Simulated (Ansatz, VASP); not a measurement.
**One calculation of SiC, two programs**

```xyz
2
Lattice="0.0000 2.1899 2.1899 2.1899 0.0000 2.1899 2.1899 2.1899 0.0000" Properties=species:S:1:pos:R:3 pbc="T T T"
Si    0.0000    0.0000    0.0000
C     1.0949    1.0949    1.0949
```

Alike in both runs: task single point; functional PBE; k mesh 10 × 10 × 10; no spin polarisation.

```csv
,VASP,Ansatz
version,VASP 6.6.1,Ansatz 0.2.0
potentials or method,"VASP PAW PBE potentials, release 64 (Si, C), cutoff 600 eV","scalar-relativistic, plane waves, PAW"
occupations,"gaussian, width 0.01 eV",fixed
valence electrons in the cell,8,8
```

|  | VASP | Ansatz | Ansatz less VASP |
| --- | --- | --- | --- |
| gap on the k mesh at the Fermi level (eV) | 1.37 | 1.37 | +0.002 |
| least direct gap on the mesh (eV) | 4.53 | 4.53 | +0.008 |
